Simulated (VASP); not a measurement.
# CsH (Fm-3m) in VASP: notebook

CsH is run at these levels: LDA; tasks: relaxation of cell and atoms, single point.

All numbers are computed with VASP 6.6.1; they aren't measurements. Logs are shortened: lines on timing, memory, paths and dates and some standing lists are left out, and cuts for length are marked.

## (1) The cell of the first run

The structure is cubic, space group Fm-3m (No. 225). Conventional cell: a = 6.376 Å, b = 6.376 Å, c = 6.376 Å, α = 90.00°, β = 90.00°, γ = 90.00°. Within 4.2 Å of Cs (site symmetry m-3m) lie 6 H at 3.19 Å. Within 4.2 Å of H (site symmetry m-3m) lie 6 Cs at 3.19 Å.

## (2) Relaxation of cell and atoms, LDA

Input file INCAR:

```
SYSTEM = CsH
ALGO     = Normal         ! electronic algorithm
EDIFF    = 1E-6           ! SCF threshold, eV
EDIFFG   = -0.005         ! ionic threshold
ENCUT    = 600            ! plane-wave cutoff, eV
IBRION   = 2              ! ionic algorithm
ISIF     = 3              ! what is computed and relaxed
ISMEAR   = 0              ! smearing method
LASPH    = .True.         ! aspherical terms in the spheres
LCHARG   = .False.        ! write CHGCAR
LREAL    = .False.        ! projectors in reciprocal space
LWAVE    = .False.        ! write WAVECAR
NELM     = 80             ! most SCF steps
NSW      = 100            ! ionic steps
PREC     = Accurate       ! precision mode
SIGMA    = 0.02           ! smearing width, eV
```

Input file KPOINTS:

```
k-points
0
Gamma
  8 8 8
  0 0 0
```

Input file POSCAR:

```
CsH
1.0
    0.0000000000      3.1880000000      3.1880000000
    3.1880000000      0.0000000000      3.1880000000
    3.1880000000      3.1880000000      0.0000000000
Cs H
1 1
Direct
    0.0000000000      0.0000000000      0.0000000000
    0.5000000000      0.5000000000      0.5000000000
```

Potentials or basis: VASP PAW LDA potentials, release 64 (Cs_sv, H).

Launch:

```bash
cat potpaw_LDA.64/Cs_sv/POTCAR potpaw_LDA.64/H/POTCAR > POTCAR
mpirun -np 1 vasp_std > vasp.out
```

OUTCAR:

```text
SYSTEM = CsH
   EDIFF = 1E-6
   EDIFFG = -0.005
   ENCUT = 600
   IBRION = 2
   ISIF = 3
   ISMEAR = 0
   LASPH = .True.
   LREAL = .False.
   NELM = 80
   NSW = 100
   PREC = Accurate

 ion  position               nearest neighbor table
   1  0.000  0.000  0.000-
   2  0.500  0.500  0.500-

  LATTYP: Found a face centered cubic cell.
 ALAT       =     6.3760000000

  Lattice vectors:

 A1 = (   0.0000000000,   3.1880000000,   3.1880000000)
 A2 = (   3.1880000000,   0.0000000000,   3.1880000000)
 A3 = (   3.1880000000,   3.1880000000,   0.0000000000)

Analysis of symmetry for initial positions (statically):
=====================================================================
 Subroutine PRICEL returns:
 Original cell was already a primitive cell.

 Routine SETGRP: Setting up the symmetry group for a
 face centered cubic supercell.

 Subroutine GETGRP returns: Found 48 space group operations
 (whereof 48 operations were pure point group operations)
 out of a pool of 48 trial point group operations.

The static configuration has the point symmetry O_h .

Analysis of symmetry for dynamics (positions and initial velocities):
=====================================================================
 Subroutine PRICEL returns:
 Original cell was already a primitive cell.

 Routine SETGRP: Setting up the symmetry group for a
 face centered cubic supercell.

 Subroutine GETGRP returns: Found 48 space group operations
 (whereof 48 operations were pure point group operations)
 out of a pool of 48 trial point group operations.

The dynamic configuration has the point symmetry O_h .

 Subroutine INISYM returns: Found 48 space group operations
 (whereof 48 operations are pure point group operations),
 and found     1 'primitive' translations

----------------------------------------------------------------------------------------

                                     Primitive cell

  volume of cell :      64.8015

  direct lattice vectors                    reciprocal lattice vectors
     0.000000000  3.188000000  3.188000000    -0.156838143  0.156838143  0.156838143
     3.188000000  0.000000000  3.188000000     0.156838143 -0.156838143  0.156838143
     3.188000000  3.188000000  0.000000000     0.156838143  0.156838143 -0.156838143

  length of vectors
     4.508512837  4.508512837  4.508512837     0.271651632  0.271651632  0.271651632

  position of ions in fractional coordinates (direct lattice)
     0.000000000  0.000000000  0.000000000
     0.500000000  0.500000000  0.500000000

  ion indices of the primitive-cell ions
   primitive index   ion index
                 1           1
                 2           2

----------------------------------------------------------------------------------------

 KPOINTS: k-points

Automatic generation of k-mesh.
 Grid dimensions read from file:
 generate k-points for:    8    8    8

 Generating k-lattice:

  Cartesian coordinates                     Fractional coordinates (reciprocal lattice)
    -0.019604768  0.019604768  0.019604768     0.125000000  0.000000000  0.000000000
     0.019604768 -0.019604768  0.019604768     0.000000000  0.125000000  0.000000000
     0.019604768  0.019604768 -0.019604768     0.000000000  0.000000000  0.125000000

  Length of vectors
     0.033956454  0.033956454  0.033956454

  Shift w.r.t. Gamma in fractional coordinates (k-lattice)
     0.000000000  0.000000000  0.000000000

 Subroutine IBZKPT returns following result:
 ===========================================

 Found     29 irreducible k-points:

 Following reciprocal coordinates:
            Coordinates               Weight
  0.000000  0.000000  0.000000      1.000000
  0.125000  0.000000  0.000000      8.000000
  0.250000  0.000000  0.000000      8.000000
  0.375000  0.000000  0.000000      8.000000
  0.500000  0.000000  0.000000      4.000000
  0.125000  0.125000  0.000000      6.000000
[... 16 lines left out ...]
  0.500000  0.250000  0.125000     48.000000
 -0.375000  0.250000  0.125000     24.000000
 [... further k-points ...]
   k-points           NKPTS =     29   k-points in BZ     NKDIM =     29   number of bands    NBANDS=      9
   number of dos      NEDOS =    301   number of ions     NIONS =      2
   total plane-waves  NPLWV =  46656
   dimension x,y,z NGX =    36 NGY =   36 NGZ =   36
   dimension x,y,z NGXF=    72 NGYF=   72 NGZF=   72
   ions per type =               1   1
   NGX,Y,Z   is equivalent  to a cutoff of  13.27, 13.27, 13.27 a.u.
   NGXF,Y,Z  is equivalent  to a cutoff of  26.55, 26.55, 26.55 a.u.
 SYSTEM =  CsH
   PREC   = accura    normal or accurate (medium, high low for compatibility)
   ISTART =      0    job   : 0-new  1-cont  2-samecut
   ICHARG =      2    charge: 1-file 2-atom 10-const
   ISPIN  =      1    spin polarized calculation?
   LNONCOLLINEAR =      F non collinear calculations
   LSORBIT =      F    spin-orbit coupling
   LASPH  =      T    aspherical Exc in radial PAW
   ENCUT  =  600.0 eV  44.10 Ry    6.64 a.u.   9.00  9.00  9.00*2*pi/ulx,y,z
   NELM   =     80;   NELMIN=  2; NELMDL= -5     # of ELM steps
   EDIFF  = 0.1E-05   stopping-criterion for ELM
   LREAL  =      F    real-space projection
   EDIFFG = -.5E-02   stopping-criterion for IOM
   NSW    =    100    number of steps for IOM
   IBRION =      2    ionic relax: 0-MD 1-quasi-New 2-CG
   NFREE  =      1    steps in history (QN), initial steepest desc. (CG)
   ISIF   =      3    stress and relaxation
   ISYM   =      2    0-nonsym 1-usesym 2-fastsym
   POTIM  = 0.5000    time-step for ionic-motion
   TEBEG  =    0.0;   TEEND  =   0.0 temperature during run
   PSTRESS=    0.0 pullay stress
   NELECT =      10.0000    total number of electrons
   NUPDOWN=      -1.0000    fix difference up-down
   EMIN   =  10.00;   EMAX   =-10.00  energy-range for DOS
   EFERMI =   0.00;   METHOD = LEGACY
   ISMEAR =     0;   SIGMA  =   0.02  broadening in eV -4-tet -1-fermi 0-gaus
   EFERMI_NEDOS =   21; number of points for ismear=-14 and -15
   IALGO  =     38    algorithm
   IMIX   =      4    mixing-type and parameters
     AMIX     =   0.40;   BMIX     =  1.00
     AMIX_MAG =   1.60;   BMIX_MAG =  1.00
  volume/ion in A,a.u.               =      32.40       218.65
  Fermi-wavevector in a.u.,A,eV,Ry     =   0.878105  1.659378 10.491026  0.771069
  Thomas-Fermi vector in A             =   1.998146
   LORBIT       =      0    0 simple, 1 ext, 2 COOP (PROOUT), +10 PAW based schemes
   GGA     = CA    functional components
   LHFCALC =     F    Hartree Fock is set to
   AEXX    =    0.0000 exact exchange contribution
   IVDW    =     0    specifies the selected vdW correction
   LEPSILON=     F    determine dielectric tensor
   LRPA    =     F    only Hartree local field effects (RPA)
 conjugate gradient relaxation of ions
 non-spin polarized calculation
 Gauss-broadening in eV      SIGMA  =   0.02
  energy-cutoff  :      600.00
  volume of cell :       64.80
 maximum number of plane-waves:      2200
   NGX = 17   NGY = 17   NGZ = 17

--------------------------------------- Ionic step        1  -------------------------------------------

 number of electron      10.0000000 magnetization

 number of electron       9.9999999 magnetization

 Free energy of the ion-electron system (eV)
  ---------------------------------------------------
  ext. energy  EPLUGINS =         0.00000000
  ---------------------------------------------------
  free energy    TOTEN  =        -4.89209735 eV

  energy without entropy =       -4.89209735  energy(sigma->0) =       -4.89209735

------------------------ aborting loop because EDIFF is reached ----------------------------------------

  FORCE on cell =-STRESS in cart. coord.  units (eV):
  Direction    XX          YY          ZZ          XY          YZ          ZX
  --------------------------------------------------------------------------------------
  -------------------------------------------------------------------------------------
  Total       -0.4892988     -0.4892988     -0.4892988      0.0000000     -0.0000000      0.0000000
  in kB      -12.0976165    -12.0976165    -12.0976165      0.0000000     -0.0000000      0.0000000
  external PRESSURE =     -12.0976165 kB  Pullay stress =       0.0000000 kB
[... 93 lines left out ...]
  energy  without entropy=       -4.9231691146  energy(sigma->0) =       -4.92316911

--------------------------------------- Ionic step        4  -------------------------------------------

 number of electron      10.0000000 magnetization

 Free energy of the ion-electron system (eV)
  ---------------------------------------------------
  ext. energy  EPLUGINS =         0.00000000
  ---------------------------------------------------
  free energy    TOTEN  =        -4.92405319 eV

  energy without entropy =       -4.92405319  energy(sigma->0) =       -4.92405319

 E-fermi :   0.8048     XC(G=0):  -7.9989

 val. band max:        0.7197623922   @ k =   0.5000   0.0000   0.0000
 cond. band min:       2.4555431319   @ k =   0.5000   0.0000   0.0000
 fundamental gap:      1.7357807398
 Fermi energy:         0.8048392339

 k-point     1 :       0.0000    0.0000    0.0000
  band No.  band energies     occupation
      1     -20.8431      2.00000
      2      -7.1304      2.00000
      3      -7.1304      2.00000
      4      -7.1304      2.00000
      5      -1.4451      2.00000
      6       5.6519      0.00000
      7       5.6519      0.00000
      8       5.6519      0.00000
      9       6.8189      0.00000
[... 265 lines left out ...]
 k-point    24 :      -0.3750    0.2500    0.1250
  band No.  band energies     occupation
      1     -20.6886      2.00000
      2      -8.1879      2.00000
      3      -7.5856      2.00000
      4      -7.3708      2.00000
      5       0.1460      2.00000
      6       3.3676      0.00000
      7       4.9917      0.00000
      8       5.9192      0.00000
      9       8.2846      0.00000

 [... further k-points ...]
[... 5 lines left out ...]
  --------------------------------------------------------------------------------------
  -------------------------------------------------------------------------------------
  Total        0.0077374      0.0077374      0.0077374     -0.0000000      0.0000000      0.0000000
  in kB        0.2173032      0.2173032      0.2173032     -0.0000000      0.0000000      0.0000000
  external PRESSURE =       0.2173032 kB  Pullay stress =       0.0000000 kB
[... 17 lines left out ...]
  FREE ENERGIE OF THE ION-ELECTRON SYSTEM (eV)
  ---------------------------------------------------
  free  energy   TOTEN  =        -4.9240531931 eV

  energy  without entropy=       -4.9240531931  energy(sigma->0) =       -4.92405319

 reached required accuracy - stopping structural energy minimisation
```

Run time: 19 s. Hardware: 1 thread of Intel Xeon 6975P-C (Granite Rapids), shared host; peak memory 0.19 GiB.

Results:

* Free energy: -4.9241 eV
* Relaxed volume: 28.52 Å³/atom
* Relaxed cell: a = 4.321 Å, b = 4.321 Å, c = 4.321 Å, α = 60.00°, β = 60.00°, γ = 60.00°
* Space group after relaxing (to 0.05 Å): Fm-3m (No. 225)
* Energy gained by relaxing: 16.0 meV/atom
* Ionic steps: 4
* Pressure after relaxing: 0.0 GPa
* Band gap on the k mesh: 1.74 eV, direct

Step by step:
```tsv
step	energy change (eV)	largest force (eV/Å)	pressure (GPa)	volume (Å³)
1	0.0000	0.0000	-1.21	64.80
2	-0.0151	0.0000	-0.92	62.53
3	-0.0311	0.0000	-0.23	58.29
4	-0.0320	0.0000	0.02	57.05
```

Final structure:
```
Cs H
1.0
     0.00000    3.05541    3.05541
     3.05541    0.00000    3.05541
     3.05541    3.05541    0.00000
Cs H
1 1
Direct
  0.00000 0.00000 0.00000
  0.50000 0.50000 0.50000
```

Levels at points of the mesh, in eV from the valence-band top:
```csv
k point,band 2,band 3,band 4,band 5,band 6,band 7,band 8,band 9
"(0.00, 0.00, 0.00)",-7.85,-7.85,-7.85,-2.16,4.93,4.93,4.93,6.10
"(0.50, 0.00, 0.00)",-9.09,-7.99,-7.99,0.00,1.74,4.45,4.45,7.37
"(0.50, 0.50, 0.00)",-8.90,-8.25,-8.25,-1.63,2.54,5.81,8.46,8.57
```

Caveat: spin-orbit coupling is left out, which moves the levels of the heavy elements; the volume moved by -12 % from the deposited cell, more than functionals usually miss.

## (3) Single point, LDA (volume scaled by 0.88)

Input file INCAR:

```
SYSTEM = CsH
  PREC = Accurate
  ENCUT = 520
  EDIFF = 1E-6
  ISMEAR = 0
  SIGMA = 0.02
  LREAL = .False.
  LASPH = .True.
  NELM = 100
  ALGO = Normal
  ISIF = 2
  LWAVE = .False.
  LCHARG = .False.
  NBANDS = 12
```

Input file KPOINTS:

```
regular mesh
0
Gamma
  8 8 8
  0 0 0
```

Input file POSCAR:

```
CsH
1.0
    0.0000000000      2.9238376957      2.9238376957
    2.9238376957      0.0000000000      2.9238376957
    2.9238376957      2.9238376957      0.0000000000
Cs H
1 1
Direct
    0.0000000000      0.0000000000      0.0000000000
    0.5000000000      0.5000000000      0.5000000000
```

Potentials or basis: VASP PAW LDA potentials, release 64 (Cs_sv, H).

Launch:

```bash
cat potpaw_LDA.64/Cs_sv/POTCAR potpaw_LDA.64/H/POTCAR > POTCAR
mpirun -np 1 vasp_std > vasp.out
```

Run time: 12 s. Hardware: 1 thread of Intel Xeon Platinum 8375C at 2.90GHz (Ice Lake), shared host; peak memory 0.15 GiB.

It converged, with:

```yaml
Free_energy: -4.8819 eV
Pressure: 2.0 GPa
Band_gap_on_the_k_mesh: 1.47 eV, direct
```

Levels at points of the mesh, in eV from the valence-band top:
| k point | band 3 | band 4 | band 5 | band 6 | band 7 | band 8 |
| --- | --- | --- | --- | --- | --- | --- |
| (0.00, 0.00, 0.00) | -7.85 | -7.85 | -2.48 | 4.82 | 4.82 | 4.82 |
| (0.50, 0.00, 0.00) | -8.03 | -8.03 | 0.00 | 1.47 | 4.28 | 4.28 |
| (0.50, 0.50, 0.00) | -8.41 | -8.41 | -2.16 | 2.12 | 6.42 | 9.10 |

Caveat: the cell differs from its parent crystal (volume scaled by 0.88); spin-orbit coupling is left out, which moves the levels of the heavy elements.
